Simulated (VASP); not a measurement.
Write the native input for VASP 6.6.1 that does the following.

- Task: single point
- Functional: LDA
- Potentials or basis: VASP PAW LDA potentials, release 64 (Al, Cu)
- Cutoff: 520 eV
- k mesh: 10 × 10 × 14
- Occupations: gaussian, width 0.15 eV
- Spin: no spin polarisation
- Dipole correction: no
- Further INCAR settings: ALGO = Normal; EDIFF = 1e-07; NBANDS = 16

The structure of Al2Cu lies in POSCAR:

```
Al2Cu
1.0
    3.8536000000      0.0000000000      0.0000000000
    0.0000000000      3.8536000000      0.0000000000
    0.0000000000      0.0000000000      2.5957000000
Al Cu
2 1
Direct
    0.5000000000      0.0000000000      0.5000000000
    0.0000000000      0.5000000000      0.5000000000
    0.0000000000      0.0000000000      0.0000000000
```

These files were run (other wordings do the same):

INCAR

```
SYSTEM = Al2Cu
PREC = Accurate
ENCUT = 520
EDIFF = 1E-7
ISMEAR = 0
SIGMA = 0.15
LREAL = .False.
LASPH = .True.
NELM = 60
ALGO = Normal
ISIF = 2
LWAVE = .False.
LCHARG = .True.
LELF = .True.
LVHAR = .True.
NBANDS = 16
```

KPOINTS

```
regular mesh
0
Gamma
  10 10 14
  0 0 0
```

Potentials or basis: VASP PAW LDA potentials, release 64 (Al, Cu).

Run with:

```console
$ cat potpaw_LDA.64/Al/POTCAR potpaw_LDA.64/Cu/POTCAR > POTCAR
$ mpirun -np 1 vasp_std > vasp.out
```

It gave:

```yaml
Pressure: 28.9 GPa
```

Run time: 49 s on 1 thread of Intel(R) Xeon(R) 6975P-C (Granite Rapids), with other jobs on the host, peak memory 0.21 GiB.
